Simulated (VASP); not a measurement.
# TeS2 (P6/mmm) in VASP: relaxation of cell and atoms with PBE

Aim: the relaxation of cell and atoms of TeS2 with PBE.

Program: VASP 6.6.1. These are calculated values, not measurements. Logs are shortened: lines on timing, memory, paths and dates and some standing lists are left out, and cuts for length are marked.

**1. The cell of the first run**

The structure is hexagonal, space group P6/mmm (No. 191). Conventional cell: a = 4.504 Å, b = 4.504 Å, c = 3.467 Å, α = 90.00°, β = 90.00°, γ = 120.00°. Te (site symmetry 6/mmm) has 12 S at 3.13 Å and 2 Te at 3.47 Å within 4.1 Å. Within 3.5 Å of S (site symmetry -6m2) lie 5 S at 2.60 to 3.47 Å and 6 Te at 3.13 Å.

**2. Relaxation of cell and atoms, PBE**

Contents of INCAR:

```
SYSTEM = TeS2
  ALGO = Normal
  EDIFF = 1E-6
  EDIFFG = -0.01
  ENCUT = 600
  GGA = PE
  IBRION = 2
  ISIF = 3
  ISMEAR = 0
  LASPH = .True.
  LCHARG = .False.
  LREAL = .False.
  LWAVE = .False.
  NELM = 60
  NSW = 100
  PREC = Accurate
  SIGMA = 0.1
```

Contents of KPOINTS:

```
k-points
0
Gamma
  12 12 14
  0 0 0
```

Contents of POSCAR:

```
TeS2
1.0
    4.5039712216      0.0000000000      0.0000000000
   -2.2519856108      3.9005534959      0.0000000000
    0.0000000000      0.0000000000      3.4665642596
Te S
1 2
Direct
    0.0000000000      0.0000000000      0.0000000000
    0.3333333333      0.6666666667      0.5000000000
    0.6666666667      0.3333333333      0.5000000000
```

Potentials or basis: VASP PAW PBE potentials, release 64 (Te, S).

Run with:

```console
cat potpaw_PBE.64/Te/POTCAR potpaw_PBE.64/S/POTCAR > POTCAR
mpirun -np 1 vasp_std > vasp.out
```

OUTCAR:

```text
SYSTEM = TeS2
   EDIFF = 1E-6
   EDIFFG = -0.01
   ENCUT = 600
   GGA = PE
   IBRION = 2
   ISIF = 3
   ISMEAR = 0
   LASPH = .True.
   LREAL = .False.
   NELM = 60
   NSW = 100
   PREC = Accurate

 ion  position               nearest neighbor table
   1  0.000  0.000  0.000-   2 3.13   3 3.13   2 3.13   3 3.13   3 3.13   3 3.13   2 3.13   2 3.13
                             3 3.13   3 3.13   2 3.13   2 3.13
   2  0.333  0.667  0.500-   3 2.60   3 2.60   3 2.60   1 3.13   1 3.13   1 3.13   1 3.13   1 3.13
                             1 3.13
   3  0.667  0.333  0.500-   2 2.60   2 2.60   2 2.60   1 3.13   1 3.13   1 3.13   1 3.13   1 3.13
                             1 3.13

  LATTYP: Found a hexagonal cell.
 ALAT       =     4.5039712216
 C/A-ratio  =     0.7696683858

  Lattice vectors:

 A1 = (   4.5039712216,   0.0000000000,   0.0000000000)
 A2 = (  -2.2519856108,   3.9005534959,   0.0000000000)
 A3 = (   0.0000000000,   0.0000000000,   3.4665642596)

Analysis of symmetry for initial positions (statically):
=====================================================================
 Subroutine PRICEL returns:
 Original cell was already a primitive cell.

 Routine SETGRP: Setting up the symmetry group for a
 hexagonal supercell.

 Subroutine GETGRP returns: Found 24 space group operations
 (whereof 24 operations were pure point group operations)
 out of a pool of 24 trial point group operations.

The static configuration has the point symmetry D_6h.

Analysis of symmetry for dynamics (positions and initial velocities):
=====================================================================
 Subroutine PRICEL returns:
 Original cell was already a primitive cell.

 Routine SETGRP: Setting up the symmetry group for a
 hexagonal supercell.

 Subroutine GETGRP returns: Found 24 space group operations
 (whereof 24 operations were pure point group operations)
 out of a pool of 24 trial point group operations.

The dynamic configuration has the point symmetry D_6h.

 Subroutine INISYM returns: Found 24 space group operations
 (whereof 24 operations are pure point group operations),
 and found     1 'primitive' translations

----------------------------------------------------------------------------------------

                                     Primitive cell

  volume of cell :      60.9005

  direct lattice vectors                    reciprocal lattice vectors
     4.503971222  0.000000000  0.000000000     0.222026285  0.128186936  0.000000000
    -2.251985611  3.900553496  0.000000000     0.000000000  0.256373871  0.000000000
     0.000000000  0.000000000  3.466564260     0.000000000  0.000000000  0.288470060

  length of vectors
     4.503971222  4.503971222  3.466564260     0.256373871  0.256373871  0.288470060

  position of ions in fractional coordinates (direct lattice)
     0.000000000  0.000000000  0.000000000
     0.333333333  0.666666667  0.500000000
     0.666666667  0.333333333  0.500000000

  ion indices of the primitive-cell ions
   primitive index   ion index
                 1           1
                 2           2
                 3           3

----------------------------------------------------------------------------------------

 KPOINTS: k-points

Automatic generation of k-mesh.
 Grid dimensions read from file:
 generate k-points for:   12   12   14

 Generating k-lattice:

  Cartesian coordinates                     Fractional coordinates (reciprocal lattice)
     0.018502190  0.010682245  0.000000000     0.083333333  0.000000000  0.000000000
     0.000000000  0.021364489  0.000000000     0.000000000  0.083333333  0.000000000
     0.000000000  0.000000000  0.020605004     0.000000000  0.000000000  0.071428571

  Length of vectors
     0.021364489  0.021364489  0.020605004

  Shift w.r.t. Gamma in fractional coordinates (k-lattice)
     0.000000000  0.000000000  0.000000000

 Subroutine IBZKPT returns following result:
 ===========================================

 Found    152 irreducible k-points:

 Following reciprocal coordinates:
            Coordinates               Weight
  0.000000  0.000000  0.000000      1.000000
  0.083333  0.000000  0.000000      6.000000
  0.166667  0.000000  0.000000      6.000000
  0.250000  0.000000  0.000000      6.000000
  0.333333  0.000000  0.000000      6.000000
  0.416667  0.000000  0.000000      6.000000
[... 16 lines left out ...]
  0.250000  0.000000  0.071429     12.000000
  0.333333  0.000000  0.071429     12.000000
 [... further k-points ...]
   k-points           NKPTS =    152   k-points in BZ     NKDIM =    152   number of bands    NBANDS=     13
   number of dos      NEDOS =    301   number of ions     NIONS =      3
   total plane-waves  NPLWV =  36288
   dimension x,y,z NGX =    36 NGY =   36 NGZ =   28
   dimension x,y,z NGXF=    72 NGYF=   72 NGZF=   56
   ions per type =               1   2
   NGX,Y,Z   is equivalent  to a cutoff of  13.29, 13.29, 13.43 a.u.
   NGXF,Y,Z  is equivalent  to a cutoff of  26.58, 26.58, 26.86 a.u.
 SYSTEM =  TeS2
   PREC   = accura    normal or accurate (medium, high low for compatibility)
   ISTART =      0    job   : 0-new  1-cont  2-samecut
   ICHARG =      2    charge: 1-file 2-atom 10-const
   ISPIN  =      1    spin polarized calculation?
   LNONCOLLINEAR =      F non collinear calculations
   LSORBIT =      F    spin-orbit coupling
   LASPH  =      T    aspherical Exc in radial PAW
   ENCUT  =  600.0 eV  44.10 Ry    6.64 a.u.   9.00  9.00  6.92*2*pi/ulx,y,z
   NELM   =     60;   NELMIN=  2; NELMDL= -5     # of ELM steps
   EDIFF  = 0.1E-05   stopping-criterion for ELM
   LREAL  =      F    real-space projection
   EDIFFG = -.1E-01   stopping-criterion for IOM
   NSW    =    100    number of steps for IOM
   IBRION =      2    ionic relax: 0-MD 1-quasi-New 2-CG
   NFREE  =      1    steps in history (QN), initial steepest desc. (CG)
   ISIF   =      3    stress and relaxation
   ISYM   =      2    0-nonsym 1-usesym 2-fastsym
   POTIM  = 0.5000    time-step for ionic-motion
   TEBEG  =    0.0;   TEEND  =   0.0 temperature during run
   PSTRESS=    0.0 pullay stress
   NELECT =      18.0000    total number of electrons
   NUPDOWN=      -1.0000    fix difference up-down
   EMIN   =  10.00;   EMAX   =-10.00  energy-range for DOS
   EFERMI =   0.00;   METHOD = LEGACY
   ISMEAR =     0;   SIGMA  =   0.10  broadening in eV -4-tet -1-fermi 0-gaus
   EFERMI_NEDOS =   21; number of points for ismear=-14 and -15
   IALGO  =     38    algorithm
   IMIX   =      4    mixing-type and parameters
     AMIX     =   0.40;   BMIX     =  1.00
     AMIX_MAG =   1.60;   BMIX_MAG =  1.00
  volume/ion in A,a.u.               =      20.30       136.99
  Fermi-wavevector in a.u.,A,eV,Ry     =   1.090499  2.060744 16.179888  1.189188
  Thomas-Fermi vector in A             =   2.226725
   LORBIT       =      0    0 simple, 1 ext, 2 COOP (PROOUT), +10 PAW based schemes
   GGA     = PE    functional components
   LHFCALC =     F    Hartree Fock is set to
   AEXX    =    0.0000 exact exchange contribution
   IVDW    =     0    specifies the selected vdW correction
   LEPSILON=     F    determine dielectric tensor
   LRPA    =     F    only Hartree local field effects (RPA)
 conjugate gradient relaxation of ions
 non-spin polarized calculation
 Gauss-broadening in eV      SIGMA  =   0.10
  energy-cutoff  :      600.00
  volume of cell :       60.90
 maximum number of plane-waves:      2076
 NGX is ok and might be reduce to    36
   NGX = 17   NGY = 17   NGZ = 13

--------------------------------------- Ionic step        1  -------------------------------------------

 number of electron      18.0000003 magnetization

 Free energy of the ion-electron system (eV)
  ---------------------------------------------------
  ext. energy  EPLUGINS =         0.00000000
  ---------------------------------------------------
  free energy    TOTEN  =        -9.10095783 eV

  energy without entropy =       -9.09252273  energy(sigma->0) =       -9.09674028

------------------------ aborting loop because EDIFF is reached ----------------------------------------

  FORCE on cell =-STRESS in cart. coord.  units (eV):
  Direction    XX          YY          ZZ          XY          YZ          ZX
  --------------------------------------------------------------------------------------
  -------------------------------------------------------------------------------------
  Total       -0.1044609     -0.1044609     -0.0033130     -0.0000000      0.0000000      0.0000000
  in kB       -2.7481671     -2.7481671     -0.0871578     -0.0000000      0.0000000      0.0000000
  external PRESSURE =      -1.8611640 kB  Pullay stress =       0.0000000 kB
[... 170 lines left out ...]
  energy  without entropy=       -9.0926527468  energy(sigma->0) =       -9.09685827

--------------------------------------- Ionic step        6  -------------------------------------------

 number of electron      18.0000003 magnetization

 Free energy of the ion-electron system (eV)
  ---------------------------------------------------
  ext. energy  EPLUGINS =         0.00000000
  ---------------------------------------------------
  free energy    TOTEN  =        -9.10109908 eV

  energy without entropy =       -9.09271002  energy(sigma->0) =       -9.09690455

 E-fermi :   7.6130     XC(G=0): -10.5656

 val. band max:        7.5970109274   @ k =   0.2500   0.1667   0.2143
 cond. band min:       7.6130390601   @ k =   0.3333   0.1667   0.3571
 fundamental gap:      0.0160281327
 Fermi energy:         7.6130324364

 k-point     1 :       0.0000    0.0000    0.0000
  band No.  band energies     occupation
      1      -8.2727      2.00000
      2      -2.9747      2.00000
      3      -2.3489      2.00000
      4       2.5006      2.00000
      5       2.5006      2.00000
      6       3.6409      2.00000
      7       3.6409      2.00000
      8       4.2545      2.00000
      9       8.1086      0.00000
     10      10.2974      0.00000
     11      10.9875      0.00000
     12      10.9875      0.00000
     13      11.0306      0.00000
[... 353 lines left out ...]
 k-point    24 :       0.3333    0.0000    0.0714
  band No.  band energies     occupation
      1      -7.3231      2.00000
      2      -4.7356      2.00000
      3      -3.1984      2.00000
      4       1.1699      2.00000
      5       3.5552      2.00000
      6       5.0058      2.00000
      7       6.5087      2.00000
      8       6.7816      2.00000
      9       7.3974      1.99771
     10       7.8225      0.00305
     11       9.1633      0.00000
     12       9.6874      0.00000
     13      13.0945      0.00000

 [... further k-points ...]
[... 5 lines left out ...]
  --------------------------------------------------------------------------------------
  -------------------------------------------------------------------------------------
  Total       -0.0040681     -0.0040681      0.0287489     -0.0000000      0.0000000      0.0000000
  in kB       -0.1073049     -0.1073049      0.7583213     -0.0000000      0.0000000      0.0000000
  external PRESSURE =       0.1812371 kB  Pullay stress =       0.0000000 kB
[... 18 lines left out ...]
  FREE ENERGIE OF THE ION-ELECTRON SYSTEM (eV)
  ---------------------------------------------------
  free  energy   TOTEN  =        -9.1010990843 eV

  energy  without entropy=       -9.0927100210  energy(sigma->0) =       -9.09690455

 reached required accuracy - stopping structural energy minimisation
```

It took 4.8 min on 1 thread of Intel Xeon Platinum 8488C (Sapphire Rapids), shared host; peak memory 0.3 GiB.

What came out:

| Property | Result |
| --- | --- |
| Free energy | -9.1011 eV |
| Relaxed volume | 20.25 Å³/atom |
| Relaxed cell | a = 4.498 Å, b = 4.498 Å, c = 3.466 Å, α = 90.00°, β = 90.00°, γ = 120.00° |
| Space group after relaxing (to 0.1 Å) | P6/mmm (No. 191) |
| Energy gained by relaxing | 0.0 meV/atom |
| Ionic steps | 6 |
| Pressure after relaxing | 0.0 GPa |
| Band gap on the k mesh | zero (bands 9 and 10 overlap by 2.21 eV) |

Stress tensor (GPa, compression positive):
```
-0.01  0.00  0.00
 0.00 -0.01  0.00
 0.00  0.00  0.08
```

The path:
| step | energy change (eV) | largest force (eV/Å) | pressure (GPa) | volume (Å³) |
| --- | --- | --- | --- | --- |
| 1 | 0.0000 | 0.0000 | -0.19 | 60.90 |
| 2 | -0.0001 | 0.0000 | 0.08 | 60.69 |
| 3 | -0.0001 | 0.0000 | 0.03 | 60.73 |
| 4 | -0.0001 | 0.0000 | 0.03 | 60.74 |
| 5 | -0.0001 | 0.0000 | -0.08 | 60.82 |
| 6 | -0.0001 | 0.0000 | 0.02 | 60.74 |

Final structure:
```cif
data_structure
_symmetry_space_group_name_H-M 'P 1'
_symmetry_Int_Tables_number 1
_cell_length_a 4.4981
_cell_length_b 4.4981
_cell_length_c 3.4664
_cell_angle_alpha 90.000
_cell_angle_beta 90.000
_cell_angle_gamma 120.000
_cell_volume 60.74
loop_
_atom_site_label
_atom_site_type_symbol
_atom_site_fract_x
_atom_site_fract_y
_atom_site_fract_z
_atom_site_occupancy
Te1 Te 0.00000 0.00000 0.00000 1
S1 S 0.33333 0.66667 0.50000 1
S2 S 0.66667 0.33333 0.50000 1
```

Caveat: spin-orbit coupling is left out, which moves the levels of the heavy elements.
